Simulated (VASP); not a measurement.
# AlN in VASP: notebook

Runs on AlN. Level: PBE. Tasks: single point.

All numbers are computed with VASP 6.6.1; they aren't measurements. Logs are shortened: lines on timing, memory, paths and dates and some standing lists are left out, and cuts for length are marked.

## 1. The cell of the first run

The structure is orthorhombic, space group Amm2 (No. 38). The conventional cell has a = 4.188 Å, b = 3.313 Å, c = 5.739 Å, α = 90.00°, β = 90.00°, γ = 90.00°. Within 2.4 Å of Al (site symmetry mm2) lie 5 N at 1.83 to 2.10 Å. Within 2.5 Å of Al (site symmetry mm2) lie 5 N at 1.87 to 2.10 Å. N (site symmetry mm2) has 5 Al at 1.87 to 2.10 Å within 2.5 Å. Within 2.4 Å of N (site symmetry mm2) lie 5 Al at 1.83 to 2.10 Å.

## 2. Single point, PBE (mode 4 frozen in at +0.000 Å and mode 10 at -0.053 Å (largest displacements))

INCAR

```
PREC = Accurate
ENCUT = 520
EDIFF = 1E-6
ISMEAR = 0
SIGMA = 0.05
LREAL = False
LASPH = True
NELM = 100
ALGO = Normal
ISIF = 2
LWAVE = False
LCHARG = False
GGA = PE
NBANDS = 16
```

KPOINTS

```
regular mesh
0
Gamma
  9 9 6
```

POSCAR

```
AlN
1.0
    3.3134793407      0.0000000000      0.0000000000
   -1.6567396703      2.8695572839      0.0000000000
    0.0000000000      0.0000000000      4.1875902417
Al N
2 2
Direct
    0.3381093678      0.6762187355      0.7500000000
    0.6714427011      0.3428854022      0.2500000000
    0.3241333079      0.6482666158      0.2500000000
    0.6574666412      0.3149332825      0.7500000000
```

Potentials or basis: VASP PAW PBE potentials, release 64 (Al, N).

The run is started by

```
cat potpaw_PBE.64/Al/POTCAR potpaw_PBE.64/N/POTCAR > POTCAR
mpirun -np 1 vasp_std > vasp.out
```

OUTCAR:

```text
PREC = Accurate
   ENCUT = 520
   EDIFF = 1E-6
   ISMEAR = 0
   LREAL = False
   LASPH = True
   NELM = 100
   ISIF = 2
   GGA = PE

 ion  position               nearest neighbor table
   1  0.338  0.676  0.750-   4 1.83   4 1.95   4 1.95   3 2.10   3 2.10   2 2.84   2 2.84   2 2.84
                             2 2.84   2 2.84   2 2.84
   2  0.671  0.343  0.250-   3 1.87   3 1.87   3 1.99   4 2.10   4 2.10   1 2.84   1 2.84   1 2.84
                             1 2.84   1 2.84   1 2.84
   3  0.324  0.648  0.250-   2 1.87   2 1.87   2 1.99   1 2.10   1 2.10
   4  0.657  0.315  0.750-   1 1.83   1 1.95   1 1.95   2 2.10   2 2.10

  LATTYP: Found a hexagonal cell.
 ALAT       =     3.3134793407
 C/A-ratio  =     1.2638045423

  Lattice vectors:

 A1 = (   3.3134793407,   0.0000000000,   0.0000000000)
 A2 = (  -1.6567396703,   2.8695572839,   0.0000000000)
 A3 = (   0.0000000000,   0.0000000000,   4.1875902417)

Analysis of symmetry for initial positions (statically):
=====================================================================
 Subroutine PRICEL returns:
 Original cell was already a primitive cell.

 Routine SETGRP: Setting up the symmetry group for a
 hexagonal supercell.

 Subroutine GETGRP returns: Found  4 space group operations
 (whereof  2 operations were pure point group operations)
 out of a pool of 24 trial point group operations.

The static configuration has the point symmetry C_1h.
 The point group associated with its full space group is C_2v.

Analysis of symmetry for dynamics (positions and initial velocities):
=====================================================================
 Subroutine PRICEL returns:
 Original cell was already a primitive cell.

 Routine SETGRP: Setting up the symmetry group for a
 hexagonal supercell.

 Subroutine GETGRP returns: Found  4 space group operations
 (whereof  2 operations were pure point group operations)
 out of a pool of 24 trial point group operations.

The dynamic configuration has the point symmetry C_1h.
 The point group associated with its full space group is C_2v.

 Subroutine INISYM returns: Found  4 space group operations
 (whereof  2 operations are pure point group operations),
 and found     1 'primitive' translations

----------------------------------------------------------------------------------------

                                     Primitive cell

  volume of cell :      39.8165

  direct lattice vectors                    reciprocal lattice vectors
     3.313479341  0.000000000  0.000000000     0.301797566  0.174242906  0.000000000
    -1.656739670  2.869557284  0.000000000     0.000000000  0.348485812  0.000000000
     0.000000000  0.000000000  4.187590242     0.000000000  0.000000000  0.238800824

  length of vectors
     3.313479341  3.313479341  4.187590242     0.348485812  0.348485812  0.238800824

  position of ions in fractional coordinates (direct lattice)
     0.338109368  0.676218736  0.750000000
     0.671442701  0.342885402  0.250000000
     0.324133308  0.648266616  0.250000000
     0.657466641  0.314933283  0.750000000

  ion indices of the primitive-cell ions
   primitive index   ion index
                 1           1
                 2           2
                 3           3
                 4           4

----------------------------------------------------------------------------------------

 KPOINTS: regular mesh

Automatic generation of k-mesh.
 Grid dimensions read from file:
 generate k-points for:    9    9    6

 Generating k-lattice:

  Cartesian coordinates                     Fractional coordinates (reciprocal lattice)
     0.033533063  0.019360323  0.000000000     0.111111111  0.000000000  0.000000000
     0.000000000  0.038720646  0.000000000     0.000000000  0.111111111  0.000000000
     0.000000000  0.000000000  0.039800137     0.000000000  0.000000000  0.166666667

  Length of vectors
     0.038720646  0.038720646  0.039800137

  Shift w.r.t. Gamma in fractional coordinates (k-lattice)
     0.000000000  0.000000000  0.000000000

 Subroutine IBZKPT returns following result:
 ===========================================

 Found    100 irreducible k-points:

 Following reciprocal coordinates:
            Coordinates               Weight
  0.000000  0.000000  0.000000      1.000000
  0.111111  0.000000  0.000000      4.000000
  0.000000  0.111111  0.000000      2.000000
  0.222222 -0.000000  0.000000      4.000000
  0.000000  0.222222  0.000000      2.000000
  0.333333 -0.000000  0.000000      4.000000
[... 16 lines left out ...]
 -0.222222 -0.444444  0.000000      4.000000
  0.444444  0.333333  0.000000      4.000000
 [... further k-points ...]
   k-points           NKPTS =    100   k-points in BZ     NKDIM =    100   number of bands    NBANDS=     16
   number of dos      NEDOS =    301   number of ions     NIONS =      4
   total plane-waves  NPLWV =  25088
   dimension x,y,z NGX =    28 NGY =   28 NGZ =   32
   dimension x,y,z NGXF=    56 NGYF=   56 NGZF=   64
   ions per type =               2   2
   NGX,Y,Z   is equivalent  to a cutoff of  14.05, 14.05, 12.70 a.u.
   NGXF,Y,Z  is equivalent  to a cutoff of  28.10, 28.10, 25.41 a.u.
 SYSTEM =  unknown system
   PREC   = accura    normal or accurate (medium, high low for compatibility)
   ISTART =      0    job   : 0-new  1-cont  2-samecut
   ICHARG =      2    charge: 1-file 2-atom 10-const
   ISPIN  =      1    spin polarized calculation?
   LNONCOLLINEAR =      F non collinear calculations
   LSORBIT =      F    spin-orbit coupling
   LASPH  =      T    aspherical Exc in radial PAW
   ENCUT  =  520.0 eV  38.22 Ry    6.18 a.u.   6.16  6.16  7.79*2*pi/ulx,y,z
   NELM   =    100;   NELMIN=  2; NELMDL= -5     # of ELM steps
   EDIFF  = 0.1E-05   stopping-criterion for ELM
   LREAL  =      F    real-space projection
   EDIFFG = 0.1E-04   stopping-criterion for IOM
   NSW    =      0    number of steps for IOM
   IBRION =     -1    ionic relax: 0-MD 1-quasi-New 2-CG
   NFREE  =      0    steps in history (QN), initial steepest desc. (CG)
   ISIF   =      2    stress and relaxation
   ISYM   =      2    0-nonsym 1-usesym 2-fastsym
   POTIM  = 0.5000    time-step for ionic-motion
   TEBEG  =    0.0;   TEEND  =   0.0 temperature during run
   PSTRESS=    0.0 pullay stress
   NELECT =      16.0000    total number of electrons
   NUPDOWN=      -1.0000    fix difference up-down
   EMIN   =  10.00;   EMAX   =-10.00  energy-range for DOS
   EFERMI =   0.00;   METHOD = LEGACY
   ISMEAR =     0;   SIGMA  =   0.05  broadening in eV -4-tet -1-fermi 0-gaus
   EFERMI_NEDOS =   21; number of points for ismear=-14 and -15
   IALGO  =     38    algorithm
   IMIX   =      4    mixing-type and parameters
     AMIX     =   0.40;   BMIX     =  1.00
     AMIX_MAG =   1.60;   BMIX_MAG =  1.00
  volume/ion in A,a.u.               =       9.95        67.17
  Fermi-wavevector in a.u.,A,eV,Ry     =   1.208074  2.282930 19.856940  1.459444
  Thomas-Fermi vector in A             =   2.343693
   LORBIT       =      0    0 simple, 1 ext, 2 COOP (PROOUT), +10 PAW based schemes
   GGA     = PE    functional components
   LHFCALC =     F    Hartree Fock is set to
   AEXX    =    0.0000 exact exchange contribution
   IVDW    =     0    specifies the selected vdW correction
   LEPSILON=     F    determine dielectric tensor
   LRPA    =     F    only Hartree local field effects (RPA)
 non-spin polarized calculation
 Gauss-broadening in eV      SIGMA  =   0.05
  energy-cutoff  :      520.00
  volume of cell :       39.82
 maximum number of plane-waves:      1090
 NGX is ok and might be reduce to    28
   NGX = 13   NGY = 13   NGZ = 15

 number of electron      15.9999997 magnetization

 Free energy of the ion-electron system (eV)
  ---------------------------------------------------
  ext. energy  EPLUGINS =         0.00000000
  ---------------------------------------------------
  free energy    TOTEN  =       -29.22214428 eV

  energy without entropy =      -29.22214428  energy(sigma->0) =      -29.22214428

 E-fermi :   8.2211     XC(G=0): -11.1566

 val. band max:        7.9307792842   @ k =   0.0000   0.0000   0.0000
 cond. band min:      11.1811664855   @ k =   0.0000   0.0000   0.0000
 fundamental gap:      3.2503872013
 Fermi energy:         8.2210752695

 k-point     1 :       0.0000    0.0000    0.0000
  band No.  band energies     occupation
      1      -8.8399      2.00000
      2      -5.2284      2.00000
      3       1.0842      2.00000
      4       4.6498      2.00000
      5       4.6625      2.00000
      6       6.3421      2.00000
[... 8 lines left out ...]
     15      19.7133      0.00000
     16      19.8799      0.00000

 k-point     2 :       0.1111    0.0000    0.0000
  band No.  band energies     occupation
      1      -8.7003      2.00000
      2      -5.2245      2.00000
      3       1.2354      2.00000
      4       4.1427      2.00000
      5       4.4768      2.00000
      6       5.8459      2.00000
[... 8 lines left out ...]
     15      19.3962      0.00000
     16      19.5726      0.00000

 k-point     3 :       0.0000    0.1111    0.0000
  band No.  band energies     occupation
      1      -8.7003      2.00000
      2      -5.2247      2.00000
      3       1.2354      2.00000
      4       4.1643      2.00000
      5       4.4541      2.00000
      6       5.8433      2.00000
[... 8 lines left out ...]
     15      19.2980      0.00000
     16      19.5218      0.00000

 k-point     4 :       0.2222   -0.0000    0.0000
  band No.  band energies     occupation
      1      -8.2996      2.00000
      2      -5.2573      2.00000
      3       1.6759      2.00000
      4       3.0685      2.00000
      5       4.0720      2.00000
      6       4.9428      2.00000
[... 8 lines left out ...]
     15      18.4241      0.00000
     16      20.3394      0.00000
[... 324 lines left out ...]
 k-point    22 :       0.3333    0.2222    0.0000
  band No.  band energies     occupation
      1      -6.8048      2.00000
      2      -5.9135      2.00000
      3       1.4237      2.00000
      4       3.0730      2.00000
      5       3.4800      2.00000
      6       3.8289      2.00000
[... 8 lines left out ...]
     15      20.3825      0.00000
     16      20.5901      0.00000

 k-point    23 :      -0.2222   -0.4444    0.0000
  band No.  band energies     occupation
      1      -6.8038      2.00000
      2      -5.9155      2.00000
      3       1.4325      2.00000
      4       3.0623      2.00000
      5       3.4814      2.00000
      6       3.8275      2.00000
[... 8 lines left out ...]
     15      20.3830      0.00000
     16      20.5975      0.00000

 k-point    24 :       0.4444    0.3333    0.0000
  band No.  band energies     occupation
      1      -6.8054      2.00000
      2      -5.9122      2.00000
      3       1.4191      2.00000
      4       3.0781      2.00000
      5       3.4793      2.00000
      6       3.8296      2.00000
[... 8 lines left out ...]
     15      20.3932      0.00000
     16      20.5896      0.00000

 [... further k-points ...]
[... 5 lines left out ...]
  --------------------------------------------------------------------------------------
  -------------------------------------------------------------------------------------
  Total        0.1549905      0.4846558     -0.0676985      0.0000000      0.0000000      0.0000000
  in kB        6.2366635     19.5020691     -2.7241195      0.0000000      0.0000000      0.0000000
  external PRESSURE =       7.6715377 kB  Pullay stress =       0.0000000 kB

 VOLUME and BASIS-vectors are now :
 -----------------------------------------------------------------------------
  energy-cutoff  :      520.00
  volume of cell :       39.82
      direct lattice vectors                 reciprocal lattice vectors
     3.313479341  0.000000000  0.000000000     0.301797566  0.174242906  0.000000000
    -1.656739670  2.869557284  0.000000000     0.000000000  0.348485812  0.000000000
     0.000000000  0.000000000  4.187590242     0.000000000  0.000000000  0.238800824

 POSITION                                       TOTAL-FORCE (eV/Angst)
 -----------------------------------------------------------------------------------
      0.00000      1.94045      3.14069        -0.000000     -1.375987      0.000000
      1.65674      0.98393      1.04690        -0.000000     -1.056596      0.000000
      0.00000      1.86024      1.04690         0.000000      1.046021      0.000000
      1.65674      0.90372      3.14069         0.000000      1.386562      0.000000
 -----------------------------------------------------------------------------------
    total drift:                                0.000001      0.000531      0.000000

  FREE ENERGIE OF THE ION-ELECTRON SYSTEM (eV)
  ---------------------------------------------------
  free  energy   TOTEN  =       -29.2221442802 eV

  energy  without entropy=      -29.2221442802  energy(sigma->0) =      -29.22214428
```

Wall time 28 s (1 thread of Intel Xeon 6975P-C (Granite Rapids), shared host); peak memory 0.19 GiB.

What came out:

| Item | Value |
| --- | --- |
| Free energy | -29.2221 eV |
| Pressure | 0.8 GPa |
| Largest force | 1.387 eV/Å |
| Band gap on the k mesh | 3.25 eV, direct |

Forces on the atoms (eV/Å):
```
Al   0.000 -1.376  0.000
Al   0.000 -1.057  0.000
N    0.000  1.046  0.000
N    0.000  1.387  0.000
```

Caveat: the cell differs from its parent crystal (mode 4 frozen in at +0.000 Å and mode 10 at -0.053 Å (largest displacements)); forces of over 1 eV/Å act on the atoms, so gaps and moduli don't describe the material at rest.

## 3. Single point, PBE (mode 4 frozen in at +0.000 Å and mode 10 at -0.026 Å (largest displacements))

INCAR

```
SYSTEM = AlN
PREC     = Accurate       ! precision mode
ENCUT    = 520            ! plane-wave cutoff, eV
EDIFF    = 1E-6           ! SCF threshold, eV
ISMEAR   = 0              ! smearing method
SIGMA    = 0.05           ! smearing width, eV
LREAL    = .False.        ! projectors in reciprocal space
LASPH    = .True.         ! aspherical terms in the spheres
NELM     = 60             ! most SCF steps
ALGO     = Normal         ! electronic algorithm
ISIF     = 2              ! what is computed and relaxed
LWAVE    = .False.        ! write WAVECAR
LCHARG   = .True.         ! write CHGCAR
GGA      = PE             ! functional
LELF     = .True.         ! ELF
LVHAR    = .True.       
NBANDS   = 16             ! bands
```

KPOINTS

```
Automatic mesh
0
Gamma
  9 9 6
  0 0 0
```

POSCAR

```
AlN
1.0
    3.3134793407      0.0000000000      0.0000000000
   -1.6567396703      2.8695572839      0.0000000000
    0.0000000000      0.0000000000      4.1875902417
Al N
2 2
Direct
    0.3357213505      0.6714427011      0.7500000000
    0.6690546839      0.3381093678      0.2500000000
    0.3287333206      0.6574666412      0.2500000000
    0.6620666539      0.3241333079      0.7500000000
```

Potentials or basis: VASP PAW PBE potentials, release 64 (Al, N).

The run is started by

```
cat potpaw_PBE.64/Al/POTCAR potpaw_PBE.64/N/POTCAR > POTCAR
mpirun -np 1 vasp_std > vasp.out
```

Wall time 30 s (1 thread of Intel Xeon 6975P-C (Granite Rapids), shared host); peak memory 0.19 GiB.

The run converged. Its results:

```
Free energy            : -29.2949 eV
Pressure               : 0.1 GPa
Largest force          : 0.644 eV/Å
Band gap on the k mesh : 3.26 eV, direct
```

Forces on the atoms (eV/Å):
```
Al   0.000 -0.641  0.000
Al   0.000 -0.562  0.000
N    0.000  0.559  0.000
N    0.000  0.644  0.000
```

Stress tensor (GPa, compression positive):
```
 0.00  0.00  0.00
 0.00  0.33  0.00
 0.00  0.00 -0.14
```

Levels at points of the mesh, in eV from the valence-band top:
```csv
k point,band 6,band 7,band 8,band 9,band 10,band 11
"(0.00, 0.00, 0.00)",-1.60,-1.60,0.00,3.26,4.39,8.24
"(0.00, 0.00, 0.50)",-2.56,-2.38,-2.38,5.65,5.65,8.33
```

Caveat: the cell differs from its parent crystal (mode 4 frozen in at +0.000 Å and mode 10 at -0.026 Å (largest displacements)).

## 4. Single point, PBE (mode 4 frozen in at -0.062 Å and mode 10 at -0.026 Å (largest displacements))

INCAR

```
SYSTEM = AlN
PREC     = Accurate       ! precision mode
ENCUT    = 520            ! plane-wave cutoff, eV
EDIFF    = 1E-6           ! SCF threshold, eV
ISMEAR   = 0              ! smearing method
SIGMA    = 0.05           ! smearing width, eV
LREAL    = .FALSE.        ! projectors in reciprocal space
LASPH    = .TRUE.         ! aspherical terms in the spheres
NELM     = 80             ! most SCF steps
ALGO     = Normal         ! electronic algorithm
ISIF     = 2              ! what is computed and relaxed
LWAVE    = .FALSE.        ! write WAVECAR
LCHARG   = .TRUE.         ! write CHGCAR
GGA      = PE             ! functional
LELF     = .TRUE.         ! ELF
LVHAR    = .TRUE.       
NBANDS   = 16             ! bands
```

KPOINTS

```
Automatic mesh
0
G
  9 9 6
  0 0 0
```

POSCAR

```
AlN
1.0
    3.3134793407      0.0000000000      0.0000000000
   -1.6567396703      2.8695572839      0.0000000000
    0.0000000000      0.0000000000      4.1875902417
Al N
2 2
Direct
    0.3357213505      0.6714427011      0.7576365105
    0.6690546839      0.3381093678      0.2576365105
    0.3287333206      0.6574666412      0.2352898692
    0.6620666539      0.3241333079      0.7352898692
```

The run is started by

```
cat potpaw_PBE.64/Al/POTCAR potpaw_PBE.64/N/POTCAR > POTCAR
mpirun -np 1 vasp_std > vasp.out
```

It took 33 s on 1 thread of Intel Xeon 6975P-C (Granite Rapids), shared host; peak memory 0.2 GiB.

The run converged. Its results:

* Free energy: -29.2815 eV
* Pressure: 0.8 GPa
* Largest force: 0.652 eV/Å
* Band gap on the k mesh: 3.30 eV, direct

Forces on the atoms (eV/Å):
```
Al   0.000 -0.628 -0.164
Al   0.000 -0.551 -0.164
N    0.000  0.548  0.164
N    0.000  0.631  0.164
```

Stress tensor (GPa, compression positive):
```
-0.53  0.00  0.00
 0.00 -0.21 -0.23
 0.00 -0.23  3.13
```

Levels at points of the mesh, in eV from the valence-band top:
```tsv
k point	band 6	band 7	band 8	band 9	band 10	band 11
(0.00, 0.00, 0.00)	-1.55	-1.55	0.00	3.30	4.42	8.28
(0.00, 0.00, 0.50)	-2.51	-2.33	-2.33	5.66	5.66	8.38
```

Caveat: the cell differs from its parent crystal (mode 4 frozen in at -0.062 Å and mode 10 at -0.026 Å (largest displacements)).
